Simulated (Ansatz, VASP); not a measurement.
**Two plane-wave programs on HfN**

The input INCAR:

```
SYSTEM = HfN
PREC = Accurate
ENCUT = 520
EDIFF = 1E-6
ISMEAR = 0
SIGMA = 0.15
LREAL = .FALSE.
LASPH = .TRUE.
NELM = 80
ALGO = Normal
ISIF = 2
LWAVE = .FALSE.
LCHARG = .FALSE.
GGA = PE
NBANDS = 14
```

Contents of KPOINTS:

```
Automatic mesh
0
G
  18 18 18
  0 0 0
```

POSCAR

```
HfN
1.0
    0.0000000000      2.3013562500      2.3013562500
    2.2590000000      0.0423562500      2.2590000000
    2.2590000000      2.2590000000      0.0423562500
Hf N
1 1
Direct
    0.0000000000      0.0000000000      0.0000000000
    0.5000000000      0.5000000000      0.5000000000
```

Input for Ansatz:

```yaml
crystal:
  lattice:
    - [0.0, 2.30135625, 2.30135625]
    - [2.259, 0.04235625, 2.259]
    - [2.259, 2.259, 0.04235625]
  atoms:
    - { symbol: Hf, position: [0.0, 0.0, 0.0] }
    - { symbol: "N", position: [0.5, 0.5, 0.5] }
basis:
  ecutwfc: 420
kpoints:
  mp_grid: { grid: [18, 18, 18] }
hamiltonian:
  xc: pbe
scf:
  occupations: { method: gaussian, width: 0.15 }
output:
  forces: true
  stress: true
  eigenvalues: true
```

Change from the starting cell: strain +0.0375 x Voigt [0, 0, 0, 1, 0, 0], atoms carried along.

Alike in both runs: task single point; functional PBE; k mesh 18 × 18 × 18; occupations gaussian, width 0.15 eV; no spin polarisation.

```csv
,VASP,Ansatz
version,VASP 6.6.1,Ansatz 0.2.0
potentials or method,"VASP PAW PBE potentials, release 64 (Hf_pv, N), cutoff 520 eV","scalar-relativistic, plane waves, PAW"
valence electrons in the cell,15,31
```

VASP gave:

| Property | Result |
| --- | --- |
| gap on the k mesh at the Fermi level (eV) | none |
| pressure (GPa) | 3.2 |
| traceless stress, the component that is largest in VASP (GPa) | -4.56 |

Q: Estimate Ansatz's values.

A: gap on the k mesh at the Fermi level (eV): none; pressure (GPa): 5.6; traceless stress, the component that is largest in VASP (GPa): -4.49.

A gap of «none» marks a metal or a gap that the smearing closes. VASP's potentials hold 15 valence electrons a cell and Ansatz's 31, so a difference there can come from the potentials and not from the codes.

Spin-orbit coupling is off throughout.
